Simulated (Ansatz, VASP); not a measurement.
# One calculation of NaCl, two programs

```
CELL_PARAMETERS angstrom
-0.01400 2.79395 2.79395
2.79395 -0.01400 2.79395
2.79395 2.79395 -0.01400
ATOMIC_POSITIONS crystal
Na 0.00000 0.00000 0.00000
Cl 0.50000 0.50000 0.50000
```

Change from the starting cell: equal xy, yz and zx engineering shears of -0.5 %.

Alike in both runs: task relaxation of the atoms; functional PBEsol; k mesh 8 × 8 × 8; no spin polarisation.

|  | VASP | Ansatz |
| --- | --- | --- |
| version | VASP 6.6.1 | Ansatz 0.2.0 |
| potentials or method | VASP PAW PBE potentials, release 64 (Na_pv, Cl), cutoff 520 eV | all-electron LAPW, scalar-relativistic |
| occupations | gaussian, width 0.01 eV | fixed |

```tsv
	VASP	Ansatz	Ansatz less VASP
gap on the k mesh at the Fermi level, each at its own relaxed structure (eV)	4.99	4.99	+0.004
```

VASP's potentials were made for PBE, not for PBEsol. Ansatz ran all-electron here, and VASP with PAW potentials.

Noted on VASP's run: the relaxation stopped at its first step, so nothing moved.
